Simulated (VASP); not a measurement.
C, 3 atoms in the cell. It takes space group P6/mmm (No. 191, hexagonal). Conventional cell: a = 4.153 Å, b = 4.153 Å, c = 2.546 Å, α = 90.00°, β = 90.00°, γ = 120.00°. Within 3.4 Å of C (site symmetry 6/mmm) lie 14 C at 2.55 to 2.71 Å. Within 3.2 Å of C (site symmetry -6m2) lie 11 C at 2.40 to 2.71 Å. 

| Quantity | Value |
| --- | --- |
| Program | VASP 6.6.1 |
| Task | relaxation of cell and atoms |
| Functional | PBE |
| Potentials or basis | VASP PAW PBE potentials, release 64 (C) |
| Cutoff | 600 eV |
| k mesh | 6 × 6 × 6 |
| Occupations | gaussian, width 0.1 eV |
| Spin | no spin polarisation |
| Dipole correction | no |
| Further INCAR settings | ALGO = Normal; EDIFF = 1e-06; IBRION = 2; EDIFFG = -0.04; NSW = 90; ISIF = 3 |

Potentials or basis: VASP PAW PBE potentials, release 64 (C).

The run is started by

```bash
$ cat potpaw_PBE.64/C/POTCAR > POTCAR
$ mpirun -np 1 vasp_std > vasp.out
```

Hardware: 1 thread of Intel(R) Xeon(R) Platinum 8375C CPU @ 2.90GHz (Ice Lake) (shared host).

Task: How long does it take, and how much memory?

Result: Run time: 2.7 min on 1 thread of Intel(R) Xeon(R) Platinum 8375C CPU @ 2.90GHz (Ice Lake) (shared host), peak memory 0.17 GiB. Counts: scf iterations 265, k points 28, ion steps 39.
